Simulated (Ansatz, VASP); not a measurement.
## HfC in VASP and in Ansatz

The input POSCAR:

```
HfC
1.0
    0.0000000000      2.3250013489      2.3250013489
    2.3250013489      0.0000000000      2.3250013489
    2.3250013489      2.3250013489      0.0000000000
Hf C
1 1
Direct
    0.5000000000      0.5000000000      0.5000000000
    0.0000000000      0.0000000000      0.0000000000
```

Contents of INCAR.step1:

```
SYSTEM = HfC
PREC = Accurate ; ENCUT = 520
ISMEAR = 0 ; SIGMA = 0.05
LREAL = .FALSE. ; LASPH = .TRUE.
NELM = 150 ; LNONCOLLINEAR = .TRUE.
MAGMOM = 0 0 0 0 0 0 ; LSORBIT = .TRUE.
GGA_COMPAT = .FALSE. ; LMAXMIX = 4
NBANDS = 26 ; GGA = PE
ALGO = Normal ; EDIFF = 1E-4
LWAVE = .TRUE. ; LCHARG = .FALSE.
```

INCAR.step2

```
SYSTEM = HfC
PREC = Accurate ; ENCUT = 520
EDIFF = 1E-6 ; ISMEAR = 0
SIGMA = 0.05 ; LREAL = .FALSE.
LASPH = .TRUE. ; NELM = 150
ALGO = Normal ; ISIF = 2
LWAVE = .FALSE. ; LCHARG = .TRUE.
LNONCOLLINEAR = .TRUE. ; MAGMOM = 0 0 0 0 0 0
LORBIT = 11 ; LSORBIT = .TRUE.
GGA_COMPAT = .FALSE. ; LORBMOM = .TRUE.
LMAXMIX = 4 ; METAGGA = R2SCAN
LMIXTAU = .TRUE. ; LVHAR = .TRUE.
NBANDS = 26 ; ISTART = 1
```

The input KPOINTS:

```
Automatic mesh
0
G
  8 8 8
  0 0 0
```

Input for Ansatz:

```yaml
crystal:
  lattice:
    - [0.0, 2.3250013489, 2.3250013489]
    - [2.3250013489, 0.0, 2.3250013489]
    - [2.3250013489, 2.3250013489, 0.0]
  atoms:
    - { symbol: Hf, position: [0.5, 0.5, 0.5] }
    - { symbol: C, position: [0.0, 0.0, 0.0] }
basis:
  ecutwfc: 500
  ecutrho_ratio: 4
kpoints:
  mp_grid: { grid: [8, 8, 8] }
hamiltonian:
  xc: r2scan
scf:
  occupations: { method: gaussian, width: 0.05 }
output:
  forces: true
  stress: true
  eigenvalues: true
  populations: true
  topological_invariants: true
magnetization:
  noncollinear: true
  spin_orbit: true
```

Alike in both runs: task single point; functional r2SCAN; k mesh 8 × 8 × 8; occupations gaussian, width 0.05 eV; non-collinear spin, spin-orbit coupling.

|  | VASP | Ansatz |
| --- | --- | --- |
| version | VASP 6.6.1 | Ansatz 0.2.0 |
| potentials or method | VASP PAW PBE potentials, release 64 (Hf_pv, C), cutoff 520 eV | plane waves, PAW |
| valence electrons in the cell | 14 | 30 |

|  | VASP | Ansatz | Ansatz less VASP |
| --- | --- | --- | --- |
| pressure (GPa) | -2.7 | -2.1 | +0.52 |
| net moment per atom (μB) | 0.00 | 0.00 | 0.000 |

VASP's potentials were made for PBE, not for r2SCAN. VASP's potentials hold 14 valence electrons a cell and Ansatz's 30, so a difference there can come from the potentials and not from the codes.
